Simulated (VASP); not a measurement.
Input of a VASP 6.6.1 run:

File INCAR:

```
SYSTEM = TePbI6
PREC     = Accurate       ! precision mode
ENCUT    = 520            ! plane-wave cutoff, eV
EDIFF    = 1E-6           ! SCF threshold, eV
ISMEAR   = -1             ! smearing method
SIGMA    = 0.03           ! smearing width, eV
LREAL    = .False.        ! projectors in reciprocal space
LASPH    = .True.         ! aspherical terms in the spheres
NELM     = 60             ! most SCF steps
ALGO     = Normal         ! electronic algorithm
ISIF     = 2              ! what is computed and relaxed
LWAVE    = .False.        ! write WAVECAR
LCHARG   = .True.         ! write CHGCAR
GGA      = PS             ! functional
LELF     = .True.         ! ELF
LVHAR    = .True.       
NBANDS   = 41             ! bands
```

KPOINTS

```
regular mesh
0
Gamma
  4 4 2
  0 0 0
```

POSCAR

```
TePbI6
1.0
    4.5715985045      0.0000000000      0.0000000000
    0.0000000000      4.5715985045      0.0000000000
    0.0000000000      0.0000000000     13.3369307764
Te I Pb
1 6 1
Direct
    0.5000000000      0.5000000000      0.5000000000
    0.5000000000      0.5000000000      0.0000000000
    0.0000000000      0.0000000000      0.5000000000
    0.0000000000      0.5000000000      0.2328175019
    0.5000000000      0.0000000000      0.7671824981
    0.5000000000      0.0000000000      0.2328175019
    0.0000000000      0.5000000000      0.7671824981
    0.0000000000      0.0000000000      0.0000000000
```

Potentials or basis: VASP PAW PBE potentials, release 64 (Te, I, Pb_d).

The run is started by

```sh
$ cat potpaw_PBE.64/Te/POTCAR potpaw_PBE.64/I/POTCAR potpaw_PBE.64/Pb_d/POTCAR > POTCAR
$ mpirun -np 1 vasp_std > vasp.out
```

Task: Estimate the band gap on the k mesh.

Result: Zero (bands 31 and 32 overlap by 2.74 eV).

Task: Estimate the pressure.

Result: 0.0 GPa.

Caveat: the PAW data sets were made with another functional, which shifts forces and pressure a little; spin-orbit coupling is left out, which moves the levels of the heavy elements; this functional lacks dispersion, which binds layers or chains, so the pressure and a relaxed spacing across them are unreliable.
